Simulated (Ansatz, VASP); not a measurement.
**One calculation of MnPt2, two programs**

```
Pt Mn
1.0
     2.89602    0.00000    0.00000
    -1.44801    2.50803    0.00000
     0.00000    0.00000    6.61847
Pt Mn
2 1
Direct
  0.66667 0.33333 0.31621
  0.33333 0.66667 0.68379
  0.00000 0.00000 0.00000
```

Change from the starting cell: volume scaled by 1.04.

Alike in both runs: task single point; functional LDA; k mesh 11 × 11 × 4; occupations fermi-dirac, width 0.05 eV; collinear spin.

|  | VASP | Ansatz |
| --- | --- | --- |
| version | VASP 6.6.1 | Ansatz 0.2.0 |
| potentials or method | VASP PAW LDA potentials, release 64 (Pt, Mn_pv), cutoff 520 eV | all-electron LAPW, scalar-relativistic |

VASP gave:

| Item | Value |
| --- | --- |
| gap on the k mesh at the Fermi level (eV) | none |
| pressure (GPa) | -20.8 |
| traceless stress, the component that is largest in VASP (GPa) | 1.09 |
| rms of the force components (eV/Å) | 0.079 |
| net moment per atom (μB) | 1.46 |
| size of the moment on the site where the two differ most (μB) | 3.65 |

Question: Estimate Ansatz's values.

Answer: gap on the k mesh at the Fermi level (eV): none; pressure (GPa): -20.5; traceless stress, the component that is largest in VASP (GPa): 0.97; rms of the force components (eV/Å): 0.074; net moment per atom (μB): 1.49; size of the moment on the site where the two differ most (μB): 3.77.

LDA's correlation is that of Perdew and Zunger in VASP and of Perdew and Wang (1992) in Ansatz. Site moments also hang on the region over which each program counts them. Atom by atom the forces differ by 0.005 eV/Å (rms over components). A gap of «none» marks a metal or a gap that the smearing closes. Ansatz ran all-electron here, and VASP with PAW potentials.

Spin-orbit coupling is off throughout.
